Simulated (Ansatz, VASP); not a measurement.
## Si in VASP and in Ansatz

```xyz
2
Lattice="0.0000 2.7185 2.7185 2.7185 0.0000 2.7185 2.7185 2.7185 0.0000" Properties=species:S:1:pos:R:3 pbc="T T T"
Si    2.7185    2.7185    2.7185
Si    4.0777    4.0777    4.0777
```

Alike in both runs: task single point; functional PBE; k mesh 8 × 8 × 8; occupations fermi-dirac, width 0.001 eV; no spin polarisation.

```csv
,VASP,Ansatz
version,VASP 6.6.1,Ansatz 0.2.0
potentials or method,"VASP PAW PBE potentials, release 64 (Si), cutoff 500 eV","PAW, plane waves, scalar-relativistic"
valence electrons in the cell,8,8
```

|  | VASP | Ansatz | Ansatz less VASP |
| --- | --- | --- | --- |
| pressure (GPa) | 1.6 | 1.7 | +0.08 |
